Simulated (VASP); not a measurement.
Write the native input for VASP 6.6.1 that does the following.

```
Task                   : single point
Functional             : PBE
Potentials or basis    : VASP PAW PBE potentials, release 64 (Zr_sv, Nb_sv, Se)
Cutoff                 : 520 eV
k mesh                 : 6 × 6 × 4
Occupations            : gaussian, width 0.1 eV
Spin                   : collinear spin
Starting moments       : [0.65, 0.14, 0.0, 0.0, -0.03] μB
Dipole correction      : no
Further INCAR settings : ALGO = Normal; EDIFF = 1e-06; NBANDS = 34
```

The structure of ZrNbSe3 lies in POSCAR:

```
ZrNbSe3
1.0
    4.6563846500      0.0000000000      0.0000000000
   -2.3281923300      4.0325474000      0.0000000000
    0.0000000000      0.0000000000      6.8243297600
Zr Nb Se
1 1 3
Direct
    0.3333333300      0.6666666700      0.0000000000
    0.6666666700      0.3333333300      0.5000000000
    0.6666666700      0.3333333300      0.2139815100
    0.6666666700      0.3333333300      0.7860184900
    0.0000000000      0.0000000000      0.5000000000
```

The input as run:

INCAR

```
SYSTEM = ZrNbSe3
ALGO = Normal ; EDIFF = 1E-6
ENCUT = 520 ; GGA = PE
ISIF = 2 ; ISMEAR = 0
ISPIN = 2 ; LASPH = .True.
LCHARG = .False. ; LMAXMIX = 4
LORBIT = 11 ; LREAL = .False.
LWAVE = .False. ; MAGMOM = 0.65 0.14 0 0 -0.03
NBANDS = 34 ; NELM = 150
PREC = Accurate ; SIGMA = 0.1
```

KPOINTS

```
k-points
0
Gamma
  6 6 4
  0 0 0
```

Potentials or basis: VASP PAW PBE potentials, release 64 (Zr_sv, Nb_sv, Se).

The run is started by

```bash
$ cat potpaw_PBE.64/Zr_sv/POTCAR potpaw_PBE.64/Nb_sv/POTCAR potpaw_PBE.64/Se/POTCAR > POTCAR
$ mpirun -np 1 vasp_std > vasp.out
```

It gave:

| Property | Result |
| --- | --- |
| Pressure | 23.3 GPa |
| Largest force | 18.318 eV/Å |
| Net moment | 1.13 μB per cell |
| Site moments | Zr +0.58; Nb +0.24; Se -0.00, -0.02 μB |
| Valence electrons inside the program's atomic spheres | Zr 9.59; Nb 11.49; Se 4.12, 3.85 |

Caveat: forces of over 1 eV/Å act on the atoms, so gaps and moduli don't describe the material at rest.

Run time: 2.2 min on 1 thread of Intel(R) Xeon(R) 6975P-C (Granite Rapids), with other jobs on the host, peak memory 0.38 GiB.
